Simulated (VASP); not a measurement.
# SiNi3 (P4/mmm) in VASP: further runs, part 2 of 2

VASP 6.6.1.

**4. Single point, PBEsol (strain +0.1000 x Voigt [0, 1, 0, 0, 0, 0])**

Input file INCAR:

```
PREC = Accurate
ENCUT = 520
EDIFF = 1E-6
ISMEAR = 0
SIGMA = 0.15
LREAL = False
LASPH = True
NELM = 80
ALGO = Fast
ISIF = 2
LWAVE = False
LCHARG = True
GGA = PS
LELF = True
LVHAR = True
NBANDS = 25
```

Input file KPOINTS:

```
Automatic mesh
0
Gamma
  14 14 14
```

Input file POSCAR:

```
SiNi3
1.0
    3.4612457436      0.0000000000      0.0000000000
    0.0000000000      3.8073703180      0.0000000000
    0.0000000000      0.0000000000      3.4612457436
Si Ni
1 3
Direct
    0.0000000000      0.0000000000      0.0000000000
    0.0000000000      0.5000000000      0.5000000000
    0.5000000000      0.0000000000      0.5000000000
    0.5000000000      0.5000000000      0.0000000000
```

Potentials or basis: VASP PAW PBE potentials, release 64 (Si, Ni).

The run is started by

```console
$ cat potpaw_PBE.64/Si/POTCAR potpaw_PBE.64/Ni/POTCAR > POTCAR
$ mpirun -np 1 vasp_std > vasp.out
```

OUTCAR:

```text
PREC = Accurate
   ENCUT = 520
   EDIFF = 1E-6
   ISMEAR = 0
   LREAL = False
   LASPH = True
   NELM = 80
   ISIF = 2
   GGA = PS

 ion  position               nearest neighbor table
   1  0.000  0.000  0.000-   3 2.45   3 2.45   3 2.45   3 2.45   2 2.57   2 2.57   4 2.57   2 2.57
                             4 2.57   4 2.57   2 2.57   4 2.57
   2  0.000  0.500  0.500-   4 2.45   4 2.45   4 2.45   4 2.45   3 2.57   1 2.57   3 2.57   1 2.57
                             3 2.57   1 2.57   1 2.57   3 2.57
   3  0.500  0.000  0.500-   1 2.45   1 2.45   1 2.45   1 2.45   4 2.57   2 2.57   4 2.57   4 2.57
                             4 2.57   2 2.57   2 2.57   2 2.57
   4  0.500  0.500  0.000-   2 2.45   2 2.45   2 2.45   2 2.45   3 2.57   1 2.57   3 2.57   3 2.57
                             1 2.57   3 2.57   1 2.57   1 2.57

  LATTYP: Found a simple tetragonal cell.
 ALAT       =     3.4612457436
 C/A-ratio  =     1.1000000000

  Lattice vectors:

 A1 = (  -3.4612457436,   0.0000000000,   0.0000000000)
 A2 = (   0.0000000000,   0.0000000000,   3.4612457436)
 A3 = (   0.0000000000,   3.8073703180,   0.0000000000)

Analysis of symmetry for initial positions (statically):
=====================================================================
 Subroutine PRICEL returns:
 Original cell was already a primitive cell.

 Routine SETGRP: Setting up the symmetry group for a
 simple tetragonal supercell.

 Subroutine GETGRP returns: Found 16 space group operations
 (whereof 16 operations were pure point group operations)
 out of a pool of 16 trial point group operations.

The static configuration has the point symmetry D_4h.

Analysis of symmetry for dynamics (positions and initial velocities):
=====================================================================
 Subroutine PRICEL returns:
 Original cell was already a primitive cell.

 Routine SETGRP: Setting up the symmetry group for a
 simple tetragonal supercell.

 Subroutine GETGRP returns: Found 16 space group operations
 (whereof 16 operations were pure point group operations)
 out of a pool of 16 trial point group operations.

The dynamic configuration has the point symmetry D_4h.

 Subroutine INISYM returns: Found 16 space group operations
 (whereof 16 operations are pure point group operations),
 and found     1 'primitive' translations

----------------------------------------------------------------------------------------

                                     Primitive cell

  volume of cell :      45.6131

  direct lattice vectors                    reciprocal lattice vectors
     3.461245744  0.000000000  0.000000000     0.288913320  0.000000000  0.000000000
     0.000000000  3.807370318  0.000000000     0.000000000  0.262648473  0.000000000
     0.000000000  0.000000000  3.461245744     0.000000000  0.000000000  0.288913320

  length of vectors
     3.461245744  3.807370318  3.461245744     0.288913320  0.262648473  0.288913320

  position of ions in fractional coordinates (direct lattice)
     0.000000000  0.000000000  0.000000000
     0.000000000  0.500000000  0.500000000
     0.500000000  0.000000000  0.500000000
     0.500000000  0.500000000  0.000000000

  ion indices of the primitive-cell ions
   primitive index   ion index
[... 30 lines left out ...]

 Following reciprocal coordinates:
            Coordinates               Weight
  0.000000  0.000000  0.000000      1.000000
  0.071429  0.000000  0.000000      4.000000
  0.142857  0.000000  0.000000      4.000000
  0.214286  0.000000  0.000000      4.000000
  0.285714  0.000000  0.000000      4.000000
  0.357143  0.000000  0.000000      4.000000
[... 16 lines left out ...]
  0.428571  0.142857  0.000000      8.000000
  0.500000  0.142857  0.000000      4.000000
 [... further k-points ...]
   k-points           NKPTS =    288   k-points in BZ     NKDIM =    288   number of bands    NBANDS=     25
   number of dos      NEDOS =    301   number of ions     NIONS =      4
   total plane-waves  NPLWV =  21952
   dimension x,y,z NGX =    28 NGY =   28 NGZ =   28
   dimension x,y,z NGXF=    56 NGYF=   56 NGZF=   56
   ions per type =               1   3
   NGX,Y,Z   is equivalent  to a cutoff of  13.45, 12.23, 13.45 a.u.
   NGXF,Y,Z  is equivalent  to a cutoff of  26.90, 24.45, 26.90 a.u.
 SYSTEM =  unknown system
   PREC   = accura    normal or accurate (medium, high low for compatibility)
   ISTART =      0    job   : 0-new  1-cont  2-samecut
   ICHARG =      2    charge: 1-file 2-atom 10-const
   ISPIN  =      1    spin polarized calculation?
   LNONCOLLINEAR =      F non collinear calculations
   LSORBIT =      F    spin-orbit coupling
   LASPH  =      T    aspherical Exc in radial PAW
   ENCUT  =  520.0 eV  38.22 Ry    6.18 a.u.   6.44  7.08  6.44*2*pi/ulx,y,z
   NELM   =     80;   NELMIN=  2; NELMDL= -5     # of ELM steps
   EDIFF  = 0.1E-05   stopping-criterion for ELM
   LREAL  =      F    real-space projection
   EDIFFG = 0.1E-04   stopping-criterion for IOM
   NSW    =      0    number of steps for IOM
   IBRION =     -1    ionic relax: 0-MD 1-quasi-New 2-CG
   NFREE  =      0    steps in history (QN), initial steepest desc. (CG)
   ISIF   =      2    stress and relaxation
   ISYM   =      2    0-nonsym 1-usesym 2-fastsym
   POTIM  = 0.5000    time-step for ionic-motion
   TEBEG  =    0.0;   TEEND  =   0.0 temperature during run
   PSTRESS=    0.0 pullay stress
   NELECT =      34.0000    total number of electrons
   NUPDOWN=      -1.0000    fix difference up-down
   EMIN   =  10.00;   EMAX   =-10.00  energy-range for DOS
   EFERMI =   0.00;   METHOD = LEGACY
   ISMEAR =     0;   SIGMA  =   0.15  broadening in eV -4-tet -1-fermi 0-gaus
   EFERMI_NEDOS =   21; number of points for ismear=-14 and -15
   IALGO  =     68    algorithm
   IMIX   =      4    mixing-type and parameters
     AMIX     =   0.40;   BMIX     =  1.00
     AMIX_MAG =   1.60;   BMIX_MAG =  1.00
  volume/ion in A,a.u.               =      11.40        76.95
  Fermi-wavevector in a.u.,A,eV,Ry     =   1.484355  2.805024 29.977853  2.203310
  Thomas-Fermi vector in A             =   2.597902
   LORBIT       =      0    0 simple, 1 ext, 2 COOP (PROOUT), +10 PAW based schemes
   GGA     = PS    functional components
   LHFCALC =     F    Hartree Fock is set to
   AEXX    =    0.0000 exact exchange contribution
   IVDW    =     0    specifies the selected vdW correction
   LEPSILON=     F    determine dielectric tensor
   LRPA    =     F    only Hartree local field effects (RPA)
 non-spin polarized calculation
 RMM-DIIS sequential band-by-band and
 Gauss-broadening in eV      SIGMA  =   0.15
  energy-cutoff  :      520.00
  volume of cell :       45.61
 maximum number of plane-waves:      1264
 NGX is ok and might be reduce to    28
   NGX = 13   NGY = 15   NGZ = 13

 number of electron      33.9999993 magnetization

 Free energy of the ion-electron system (eV)
  ---------------------------------------------------
  ext. energy  EPLUGINS =         0.00000000
  ---------------------------------------------------
  free energy    TOTEN  =       -25.91866376 eV

  energy without entropy =      -25.90036014  energy(sigma->0) =      -25.90951195

 E-fermi :   9.7254     XC(G=0): -12.9285

 val. band max:        9.7225716015   @ k =   0.4286   0.3571   0.4286
 cond. band min:       9.7278350290   @ k =   0.1429   0.2857   0.0000
 fundamental gap:      0.0052634275
 Fermi energy:         9.7253878486

 k-point     1 :       0.0000    0.0000    0.0000
  band No.  band energies     occupation
      1      -1.8185      2.00000
      2       5.1089      2.00000
      3       5.8905      2.00000
      4       6.0001      2.00000
      5       6.4438      2.00000
      6       6.4438      2.00000
[... 661 lines left out ...]
     24      17.8812      0.00000
     25      20.4822      0.00000

 [... further k-points ...]

------------------------ aborting loop because EDIFF is reached ----------------------------------------

  FORCE on cell =-STRESS in cart. coord.  units (eV):
  Direction    XX          YY          ZZ          XY          YZ          ZX
  --------------------------------------------------------------------------------------
  -------------------------------------------------------------------------------------
  Total       -3.4675718     -7.7647663     -3.4675718      0.0000000      0.0000000      0.0000000
  in kB     -121.7996555   -272.7400923   -121.7996555      0.0000000      0.0000000      0.0000000
  external PRESSURE =    -172.1131345 kB  Pullay stress =       0.0000000 kB

 VOLUME and BASIS-vectors are now :
 -----------------------------------------------------------------------------
  energy-cutoff  :      520.00
  volume of cell :       45.61
      direct lattice vectors                 reciprocal lattice vectors
     3.461245744  0.000000000  0.000000000     0.288913320  0.000000000  0.000000000
     0.000000000  3.807370318  0.000000000     0.000000000  0.262648473  0.000000000
     0.000000000  0.000000000  3.461245744     0.000000000  0.000000000  0.288913320

 POSITION                                       TOTAL-FORCE (eV/Angst)
 -----------------------------------------------------------------------------------
      0.00000      0.00000      0.00000         0.000000      0.000000      0.000000
      0.00000      1.90369      1.73062         0.000000      0.000000      0.000000
      1.73062      0.00000      1.73062         0.000000      0.000000      0.000000
      1.73062      1.90369      0.00000         0.000000      0.000000      0.000000
 -----------------------------------------------------------------------------------
    total drift:                                0.000000      0.000000      0.000000

  FREE ENERGIE OF THE ION-ELECTRON SYSTEM (eV)
  ---------------------------------------------------
  free  energy   TOTEN  =       -25.9186637627 eV

  energy  without entropy=      -25.9003601399  energy(sigma->0) =      -25.90951195
```

Wall time 7.5 min (1 thread of Intel Xeon 8259CL, shared host); peak memory 0.37 GiB.

What came out:

```yaml
Free_energy: -25.9187 eV
Pressure: -17.2 GPa
Band_gap_on_the_k_mesh: zero (bands 17 and 18 overlap by 0.46 eV)
```

Levels at points of the mesh, in eV from the Fermi level:
```tsv
k point	band 15	band 16	band 17	band 18	band 19	band 20
(0.00, 0.00, 0.00)	-0.27	-0.27	-0.16	-0.16	0.26	3.86
(0.50, 0.00, 0.00)	-1.06	-0.69	-0.16	3.01	4.02	4.08
(0.00, 0.50, 0.00)	-1.02	-0.30	0.26	3.13	3.13	5.26
(0.50, 0.50, 0.00)	-1.15	-1.01	-0.98	0.45	0.46	5.50
(0.50, 0.00, 0.50)	-0.98	-0.85	-0.74	0.73	0.73	4.84
(0.50, 0.50, 0.50)	-0.91	-0.33	-0.32	-0.18	-0.18	0.98
```

Caveat: the cell differs from its parent crystal (strain +0.1000 x Voigt [0, 1, 0, 0, 0, 0]); the cell stands under tension; the PAW data sets were made with another functional, which shifts forces and pressure a little.

**5. The runs side by side**

| cell | further INCAR settings | gap on the mesh (eV) | pressure (GPa) |
| --- | --- | --- | --- |
| a = 3.461, b = 3.721 Å, 4 atoms | ALGO = Fast; EDIFF = 1e-06; NBANDS = 25 | none | -14.1 |
| a = 3.461, b = 3.764 Å, 4 atoms | ALGO = Fast; EDIFF = 1e-07; NBANDS = 25 | none | -15.6 |
| a = 3.461, b = 3.807 Å, 4 atoms | ALGO = Fast; EDIFF = 1e-06; NBANDS = 25 | none | -17.2 |

Alike in all rows: task single point; level PBEsol; potentials or basis VASP PAW PBE potentials, release 64 (Si, Ni); no spin polarisation; k mesh 14 × 14 × 14; cutoff (eV) 520; smearing gaussian 0.15 eV.

Caveats: the cell stands under tension; the PAW data sets were made with another functional, which shifts forces and pressure a little.

Total energies depend on the potentials used, so only differences within one code and one set of settings carry meaning.
